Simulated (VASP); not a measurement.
A run of VASP 6.6.1:

Contents of INCAR:

```
SYSTEM = Li7B
PREC = Accurate
ENCUT = 520
EDIFF = 1E-6
ISMEAR = 0
SIGMA = 0.1
LREAL = .FALSE.
LASPH = .TRUE.
NELM = 100
ALGO = Fast
ISIF = 2
LWAVE = .FALSE.
LCHARG = .FALSE.
GGA = PE
NBANDS = 22
```

KPOINTS

```
Automatic mesh
0
G
  8 8 8
  0 0 0
```

POSCAR

```
Li7B
1.0
    0.0000000000      5.0058653139      5.0058653139
    5.0058653139      0.0000000000      5.0058653139
    5.0058653139      5.0058653139      0.0000000000
Li B
7 1
Direct
    0.7152750312      0.2847249688      0.2847249688
    0.2847249688      0.7152750312      0.7152750312
    0.2847249688      0.7152750312      0.2847249688
    0.7152750312      0.2847249688      0.7152750312
    0.2847249688      0.2847249688      0.7152750312
    0.7152750312      0.7152750312      0.2847249688
    0.0000000000      0.0000000000      0.0000000000
    0.5000000000      0.5000000000      0.5000000000
```

Potentials or basis: VASP PAW PBE potentials, release 64 (Li_sv, B).

Launch:

```bash
$ cat potpaw_PBE.64/Li_sv/POTCAR potpaw_PBE.64/B/POTCAR > POTCAR
$ mpirun -np 1 vasp_std > vasp.out
```

Hardware: 1 thread of AMD EPYC 9R14 (Zen 4) (shared host).

Q: Estimate the wall time of this run.

A: It took 7.3 min on 1 thread of AMD EPYC 9R14 (Zen 4), with other jobs on the host, peak memory 0.43 GiB. Counts: scf iterations 39, k points 29.
